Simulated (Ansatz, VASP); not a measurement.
**SnSe: VASP beside Ansatz**

```
Sn Se
1.0
     0.00000    3.01000    3.01000
     3.01000    0.00000    3.01000
     3.01000    3.01000    0.00000
Sn Se
1 1
Direct
  0.00000 0.00000 0.00000
  0.50000 0.50000 0.50000
```

Alike in both runs: functional PBEsol; k mesh 6 × 6 × 6; occupations fermi-dirac, width 0.05 eV; non-collinear spin, spin-orbit coupling.

```csv
,VASP,Ansatz
version,VASP 6.6.1,Ansatz 0.2.0
potentials or method,"VASP PAW PBE potentials, release 64 (Sn_d, Se), cutoff 520 eV","all-electron LAPW, relativistic spinors"
task,single point,band structure
```

|  | VASP | Ansatz | Ansatz less VASP |
| --- | --- | --- | --- |
| pressure (GPa) | -2.3 | -2.3 | -0.03 |
| net moment per atom (μB) | 0.00 | 0.00 | 0.000 |

VASP's potentials were made for PBE, not for PBEsol. Ansatz ran all-electron here, and VASP with PAW potentials.
